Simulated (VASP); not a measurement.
# Al (P2_1/m) in VASP: further runs

The runs below take Al through single point, with PBE+D3(BJ).

Everything below comes from runs of VASP 6.6.1. Logs are shortened: lines on timing, memory, paths and dates and some standing lists are left out, and cuts for length are marked.

## (1) The cell of the first run

It takes space group P2_1/m (No. 11, monoclinic). The conventional cell has a = 2.812 Å, b = 4.867 Å, c = 2.812 Å, α = 90.00°, β = 120.00°, γ = 90.00°. Within 3.7 Å of Al (site symmetry m) lie 12 Al at 2.79 to 3.08 Å.

## (2) Single point, PBE+D3(BJ) (atom 1 (Al) moved by (-0.300, +0.000) A along x and y)

Input file INCAR:

```
  PREC = Accurate
  ENCUT = 520
  EDIFF = 1E-7
  ISMEAR = 0
  SIGMA = 0.15
  LREAL = F
  LASPH = T
  NELM = 80
  ALGO = Fast
  ISIF = 2
  LWAVE = F
  LCHARG = T
  GGA = PE
  IVDW = 12
  LELF = T
  LVHAR = T
  NBANDS = 10
```

Input file KPOINTS:

```
Automatic mesh
0
Gamma
  18 18 10
```

Input file POSCAR:

```
Al
1.0
    2.8124553515      0.0000000000      0.0000000000
   -1.4062276757      2.4356577814      0.0000000000
    0.0000000000      0.0000000000      4.8668500000
Al
2
Direct
    0.5599983066      0.3333333333      0.7500000000
    0.3333333333      0.6666666667      0.2500000000
```

Potentials or basis: VASP PAW PBE potentials, release 64 (Al).

Started as:

```bash
$ cat potpaw_PBE.64/Al/POTCAR > POTCAR
$ mpirun -np 1 vasp_std > vasp.out
```

OUTCAR:

```text
PREC = Accurate
   ENCUT = 520
   EDIFF = 1E-7
   ISMEAR = 0
   LREAL = F
   LASPH = T
   NELM = 80
   ISIF = 2
   GGA = PE
   IVDW = 12
 IVDW          = 12

 ion  position               nearest neighbor table
   1  0.560  0.333  0.750-   2 2.79   2 2.79   2 2.94   2 2.94   2 3.08   2 3.08
   2  0.333  0.667  0.250-   1 2.79   1 2.79   1 2.94   1 2.94   1 3.08   1 3.08

  LATTYP: Found a hexagonal cell.
 ALAT       =     2.8124553515
 C/A-ratio  =     1.7304630267

  Lattice vectors:

 A1 = (   2.8124553515,   0.0000000000,   0.0000000000)
 A2 = (  -1.4062276757,   2.4356577814,   0.0000000000)
 A3 = (   0.0000000000,   0.0000000000,   4.8668500000)

Analysis of symmetry for initial positions (statically):
=====================================================================
 Subroutine PRICEL returns:
 Original cell was already a primitive cell.

 Routine SETGRP: Setting up the symmetry group for a
 hexagonal supercell.

 Subroutine GETGRP returns: Found  4 space group operations
 (whereof  1 operations were pure point group operations)
 out of a pool of 24 trial point group operations.

The static configuration has the point symmetry C_1 .
 The point group associated with its full space group is C_2h.

Analysis of symmetry for dynamics (positions and initial velocities):
=====================================================================
 Subroutine PRICEL returns:
 Original cell was already a primitive cell.

 Routine SETGRP: Setting up the symmetry group for a
 hexagonal supercell.

 Subroutine GETGRP returns: Found  4 space group operations
 (whereof  1 operations were pure point group operations)
 out of a pool of 24 trial point group operations.

The dynamic configuration has the point symmetry C_1 .
 The point group associated with its full space group is C_2h.

 Subroutine INISYM returns: Found  4 space group operations
 (whereof  1 operations are pure point group operations),
 and found     1 'primitive' translations

----------------------------------------------------------------------------------------

                                     Primitive cell

  volume of cell :      33.3388

  direct lattice vectors                    reciprocal lattice vectors
     2.812455352  0.000000000  0.000000000     0.355561200  0.205283355  0.000000000
    -1.406227676  2.435657781  0.000000000     0.000000000  0.410566709  0.000000000
     0.000000000  0.000000000  4.866850000     0.000000000  0.000000000  0.205471712

  length of vectors
[... 91 lines left out ...]
   TEBEG  =    0.0;   TEEND  =   0.0 temperature during run
   PSTRESS=    0.0 pullay stress
   NELECT =       6.0000    total number of electrons
   NUPDOWN=      -1.0000    fix difference up-down
   EMIN   =  10.00;   EMAX   =-10.00  energy-range for DOS
   EFERMI =   0.00;   METHOD = LEGACY
   ISMEAR =     0;   SIGMA  =   0.15  broadening in eV -4-tet -1-fermi 0-gaus
   EFERMI_NEDOS =   21; number of points for ismear=-14 and -15
   IALGO  =     68    algorithm
   IMIX   =      4    mixing-type and parameters
     AMIX     =   0.40;   BMIX     =  1.00
     AMIX_MAG =   1.60;   BMIX_MAG =  1.00
  volume/ion in A,a.u.               =      16.67       112.49
  Fermi-wavevector in a.u.,A,eV,Ry     =   0.924291  1.746656 11.623640  0.854313
  Thomas-Fermi vector in A             =   2.050021
   LORBIT       =      0    0 simple, 1 ext, 2 COOP (PROOUT), +10 PAW based schemes
   GGA     = PE    functional components
   LHFCALC =     F    Hartree Fock is set to
   AEXX    =    0.0000 exact exchange contribution
   IVDW    =    12    specifies the selected vdW correction
   LEPSILON=     F    determine dielectric tensor
   LRPA    =     F    only Hartree local field effects (RPA)
 non-spin polarized calculation
 RMM-DIIS sequential band-by-band and
 Gauss-broadening in eV      SIGMA  =   0.15
  energy-cutoff  :      520.00
  volume of cell :       33.34
 maximum number of plane-waves:       920
 NGX is ok and might be reduce to    24
   NGX = 11   NGY = 11   NGZ = 19

 number of electron       6.0000000 magnetization

 Free energy of the ion-electron system (eV)
  ---------------------------------------------------
  ext. energy  EPLUGINS =         0.00000000
  ---------------------------------------------------
  free energy    TOTEN  =        -7.38993479 eV

  energy without entropy =       -7.38101322  energy(sigma->0) =       -7.38547400

 E-fermi :   7.8606     XC(G=0): -10.1577

 val. band max:        7.8569717163   @ k =   0.4444   0.3333   0.3000
 cond. band min:       7.8608696002   @ k =   0.1111   0.1111   0.3000
 fundamental gap:      0.0038978839
 Fermi energy:         7.8605809331

 k-point     1 :       0.0000    0.0000    0.0000
  band No.  band energies     occupation
      1      -3.1773      2.00000
      2       2.8258      2.00000
      3       3.0551      2.00000
      4      18.5482      0.00000
      5      19.3357      0.00000
      6      19.5209      0.00000
      7      19.6794      0.00000
      8      19.9328      0.00000
      9      20.2822      0.00000
     10      21.9184      0.00000
[... 287 lines left out ...]
 k-point    24 :       0.0000    0.4444    0.0000
  band No.  band energies     occupation
      1       1.6618      2.00000
      2       4.2776      2.00000
      3       7.6118      1.98100
      4       7.6465      1.95645
      5      10.2275      0.00000
      6      10.3543      0.00000
      7      14.2720      0.00000
      8      15.5075      0.00000
      9      19.6313      0.00000
     10      20.0830      0.00000

 [... further k-points ...]

------------------------ aborting loop because EDIFF is reached ----------------------------------------

 Edisp (eV)   -0.66576

 E8    (eV) :    -0.2977

  FORCE on cell =-STRESS in cart. coord.  units (eV):
  Direction    XX          YY          ZZ          XY          YZ          ZX
  --------------------------------------------------------------------------------------
  -------------------------------------------------------------------------------------
  Total      -0.48681    -0.50821    -0.65129     0.01368     0.00000     0.00000
  in kB     -23.39486   -24.42325   -31.29923     0.65723     0.00000     0.00000
  external pressure =      -26.37 kB  Pullay stress =        0.00 kB

 VOLUME and BASIS-vectors are now :
 -----------------------------------------------------------------------------
  energy-cutoff  :      520.00
  volume of cell :       33.34
      direct lattice vectors                 reciprocal lattice vectors
     2.812455352  0.000000000  0.000000000     0.355561200  0.205283355  0.000000000
    -1.406227676  2.435657781  0.000000000     0.000000000  0.410566709  0.000000000
     0.000000000  0.000000000  4.866850000     0.000000000  0.000000000  0.205471712

 POSITION                                       TOTAL-FORCE (eV/Angst)
 -----------------------------------------------------------------------------------
      1.10623      0.81189      3.65014         0.216414     -0.079433      0.000000
     -0.00000      1.62377      1.21671        -0.216414      0.079433     -0.000000
 -----------------------------------------------------------------------------------
    total drift:                               -0.000000     -0.000000     -0.000000

  FREE ENERGIE OF THE ION-ELECTRON SYSTEM (eV)
  ---------------------------------------------------
  free  energy   TOTEN  =        -8.0556909876 eV

  energy  without entropy=       -8.0467694205  energy(sigma->0) =       -8.05123020
```

OSZICAR:

```text
N       E                     dE             d eps       ncg     rms          rms(c)
DAV:   1    -0.249909123449E+00   -0.24991E+00   -0.23046E+03 19696   0.472E+02
DAV:   2    -0.728175804713E+01   -0.70318E+01   -0.67983E+01 25696   0.535E+01
DAV:   3    -0.743577962443E+01   -0.15402E+00   -0.15232E+00 25874   0.641E+00
DAV:   4    -0.743644287774E+01   -0.66325E-03   -0.66317E-03 23062   0.469E-01
DAV:   5    -0.743644866819E+01   -0.57904E-05   -0.57912E-05 23598   0.453E-02    0.180E+00
RMM:   6    -0.740924965353E+01    0.27199E-01   -0.26251E-03 19898   0.305E-01    0.105E+00
RMM:   7    -0.738996932914E+01    0.19280E-01   -0.78485E-03 20530   0.508E-01    0.146E-01
RMM:   8    -0.738993384860E+01    0.35481E-04   -0.33387E-04 21680   0.123E-01    0.174E-02
RMM:   9    -0.738993714070E+01   -0.32921E-05   -0.46851E-05 22820   0.481E-02    0.167E-02
RMM:  10    -0.738993792356E+01   -0.78286E-06   -0.87506E-06 22997   0.205E-02    0.149E-02
RMM:  11    -0.738993856779E+01   -0.64423E-06   -0.20936E-06 23189   0.930E-03    0.269E-02
RMM:  12    -0.738993510026E+01    0.34675E-05   -0.38528E-07 22046   0.378E-03    0.189E-02
RMM:  13    -0.738993473460E+01    0.36566E-06   -0.93555E-08 18031   0.186E-03    0.764E-03
RMM:  14    -0.738993478547E+01   -0.50871E-07   -0.28389E-08 13058   0.120E-03
   1 F= -.80556910E+01 E0= -.80512302E+01  d E =-.892157E-02
```

stdout:

```text
POSCAR found type information on POSCAR Al
 POSCAR found :  1 types and       2 ions
 scaLAPACK will be used
 LDA part: xc-table for (Slater+PW92), standard interpolation
 POSCAR, INCAR and KPOINTS ok, starting setup
 FFT: planning ... GRIDC
 FFT: planning ... GRID_SOFT
 FFT: planning ... GRID
 WAVECAR not read
 entering main loop
```

Wall time 2.1 min (1 thread of Intel Xeon Platinum 8559C (Emerald Rapids), shared host); peak memory 0.37 GiB.

What came out:

- Free energy: -8.0557 eV
- Pressure: -2.6 GPa
- Largest force: 0.231 eV/Å
- Band gap on the k mesh: zero (bands 3 and 4 overlap by 6.87 eV)
- Dispersion energy per atom: -0.333 eV

Forces on the atoms (eV/Å):
```
Al   0.216 -0.079  0.000
Al  -0.216  0.079  0.000
```

Caveat: the cell differs from its parent crystal (atom 1 (Al) moved by (-0.300, +0.000) A along x and y).

## (3) Single point, PBE+D3(BJ) (atom 1 (Al) moved by (-0.300, +0.600) A along x and y)

Input file INCAR:

```
SYSTEM = Al
ALGO = Fast
EDIFF = 1E-7
ENCUT = 520
GGA = PE
ISIF = 2
ISMEAR = 0
IVDW = 12
LASPH = .True.
LCHARG = .False.
LREAL = .False.
LWAVE = .False.
NBANDS = 10
NELM = 80
PREC = Accurate
SIGMA = 0.15
```

Input file KPOINTS:

```
k-points
0
Gamma
  18 18 10
  0 0 0
```

Edit POSCAR of step 2 so:

```diff
@@ -8,3 +8,3 @@
 Direct
-    0.5599983066      0.3333333333      0.7500000000
+    0.6831683194      0.5796733588      0.7500000000
     0.3333333333      0.6666666667      0.2500000000
```

Potentials or basis: VASP PAW PBE potentials, release 64 (Al).

Started as:

```bash
$ cat potpaw_PBE.64/Al/POTCAR > POTCAR
$ mpirun -np 1 vasp_std > vasp.out
```

OUTCAR:

```text
SYSTEM = Al
   EDIFF = 1E-7
   ENCUT = 520
   GGA = PE
   ISIF = 2
   ISMEAR = 0
   IVDW = 12
   LASPH = .True.
   LREAL = .False.
   NELM = 80
   PREC = Accurate
 IVDW          = 12

 ion  position               nearest neighbor table
   1  0.683  0.580  0.750-   2 2.68   2 2.68   2 2.98   2 2.98   2 3.31   2 3.31
   2  0.333  0.667  0.250-   1 2.68   1 2.68   1 2.98   1 2.98   1 3.31   1 3.31

  LATTYP: Found a hexagonal cell.
 ALAT       =     2.8124553515
 C/A-ratio  =     1.7304630267

  Lattice vectors:
[... 505 lines left out ...]

 Edisp (eV)   -0.66602

 E8    (eV) :    -0.2979

  FORCE on cell =-STRESS in cart. coord.  units (eV):
  Direction    XX          YY          ZZ          XY          YZ          ZX
  --------------------------------------------------------------------------------------
  -------------------------------------------------------------------------------------
  Total      -0.42142    -0.39335     0.25332    -0.00839     0.00000     0.00000
  in kB     -20.25242   -18.90334    12.17406    -0.40313     0.00000     0.00000
  external pressure =       -8.99 kB  Pullay stress =        0.00 kB

 VOLUME and BASIS-vectors are now :
 -----------------------------------------------------------------------------
  energy-cutoff  :      520.00
  volume of cell :       33.34
      direct lattice vectors                 reciprocal lattice vectors
     2.812455352  0.000000000  0.000000000     0.355561200  0.205283355  0.000000000
    -1.406227676  2.435657781  0.000000000     0.000000000  0.410566709  0.000000000
     0.000000000  0.000000000  4.866850000     0.000000000  0.000000000  0.205471712

 POSITION                                       TOTAL-FORCE (eV/Angst)
 -----------------------------------------------------------------------------------
      1.10623      1.41189      3.65014         0.441357     -0.125732     -0.000000
     -0.00000      1.62377      1.21671        -0.441357      0.125732      0.000000
 -----------------------------------------------------------------------------------
    total drift:                                0.000000     -0.000000     -0.000000

  FREE ENERGIE OF THE ION-ELECTRON SYSTEM (eV)
  ---------------------------------------------------
  free  energy   TOTEN  =        -7.9558776169 eV

  energy  without entropy=       -7.9467419029  energy(sigma->0) =       -7.95130976
```

stdout:

```text
POSCAR found type information on POSCAR Al
 POSCAR found :  1 types and       2 ions
 scaLAPACK will be used
 LDA part: xc-table for (Slater+PW92), standard interpolation
 POSCAR, INCAR and KPOINTS ok, starting setup
 FFT: planning ... GRIDC
 FFT: planning ... GRID_SOFT
 FFT: planning ... GRID
 WAVECAR not read
 entering main loop
```

It took 2.2 min on 1 thread of Intel Xeon Platinum 8559C (Emerald Rapids), shared host; peak memory 0.37 GiB.

What came out:

```
Free energy                : -7.9559 eV
Pressure                   : -0.9 GPa
Largest force              : 0.459 eV/Å
Band gap on the k mesh     : zero (bands 3 and 4 overlap by 6.88 eV)
Dispersion energy per atom : -0.333 eV
```

Forces on the atoms (eV/Å):
```
Al   0.441 -0.126  0.000
Al  -0.441  0.126  0.000
```

Stress tensor (GPa, compression positive):
```
-2.03 -0.04  0.00
-0.04 -1.89  0.00
 0.00  0.00  1.22
```

Levels at points of the mesh, in eV from the Fermi level:
| k point | band 1 | band 2 | band 3 | band 4 | band 5 | band 6 | band 7 | band 8 |
| --- | --- | --- | --- | --- | --- | --- | --- | --- |
| (0.00, 0.00, 0.00) | -11.00 | -5.00 | -4.79 | 10.20 | 11.54 | 11.68 | 12.23 | 12.49 |
| (0.50, 0.00, 0.00) | -4.97 | -4.86 | 0.58 | 0.70 | 1.42 | 1.52 | 6.64 | 6.98 |
| (0.00, 0.50, 0.00) | -5.01 | -4.79 | 0.21 | 0.26 | 1.70 | 2.07 | 6.33 | 7.94 |
| (0.50, 0.50, 0.00) | -4.95 | -4.89 | 0.75 | 0.89 | 1.26 | 1.31 | 6.49 | 7.11 |
| (0.00, 0.00, 0.50) | -9.45 | -9.45 | 2.39 | 2.39 | 12.64 | 12.64 | 12.73 | 12.73 |
| (0.50, 0.00, 0.50) | -3.76 | -3.76 | -3.01 | -3.01 | 6.95 | 6.95 | 7.56 | 7.56 |
| (0.00, 0.50, 0.50) | -3.55 | -3.55 | -3.28 | -3.28 | 7.11 | 7.11 | 7.93 | 7.93 |
| (0.50, 0.50, 0.50) | -3.79 | -3.79 | -2.96 | -2.96 | 6.92 | 6.92 | 7.52 | 7.52 |

Caveat: the cell differs from its parent crystal (atom 1 (Al) moved by (-0.300, +0.600) A along x and y).
